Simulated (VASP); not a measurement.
Input of a VASP 6.6.1 run:

INCAR

```
SYSTEM = TaRu2
PREC = Accurate
ENCUT = 600
EDIFF = 1E-6
ISMEAR = 0
SIGMA = 0.1
LREAL = .False.
LASPH = .True.
NELM = 60
ALGO = Fast
ISIF = 3
LWAVE = .False.
LCHARG = .False.
GGA = PE
IBRION = 2
NSW = 90
EDIFFG = -0.04
```

The input KPOINTS:

```
regular mesh
0
Gamma
  6 6 6
  0 0 0
```

File POSCAR:

```
TaRu2
1.0
    4.6122586666      0.0000000000      0.0000000000
   -2.3061293333      3.9943331741      0.0000000000
    0.0000000000      0.0000000000      2.7166966340
Ta Ru
1 2
Direct
    0.0000000000      0.0000000000      0.0000000000
    0.3333333333      0.6666666667      0.0000000000
    0.6666666667      0.3333333333      0.0000000000
```

Potentials or basis: VASP PAW PBE potentials, release 64 (Ta_pv, Ru_pv).

The run is started by

```sh
$ cat potpaw_PBE.64/Ta_pv/POTCAR potpaw_PBE.64/Ru_pv/POTCAR > POTCAR
$ mpirun -np 1 vasp_std > vasp.out
```

Question: Predict the space group after relaxing (to 0.05 Å).

Answer: P6/mmm (No. 191).

Question: Estimate the relaxed cell.

Answer: a = 4.635 Å, b = 4.635 Å, c = 2.683 Å, α = 90.00°, β = 90.00°, γ = 120.00°.

Question: Estimate the relaxed volume.

Answer: 16.64 Å³/atom.

The path:
```csv
step,energy change (eV),largest force (eV/Å),pressure (GPa),volume (Å³)
1,0.0000,0.0000,0.11,50.05
2,0.0014,0.0000,-1.26,50.11
3,-0.0113,0.0000,-0.71,50.09
4,-0.0113,0.0000,-0.71,50.09
5,-0.0104,0.0000,1.22,49.61
6,-0.0117,0.0000,0.01,49.91
```

Caveat: the k points lie up to 0.39 Å⁻¹ apart in the final cell.
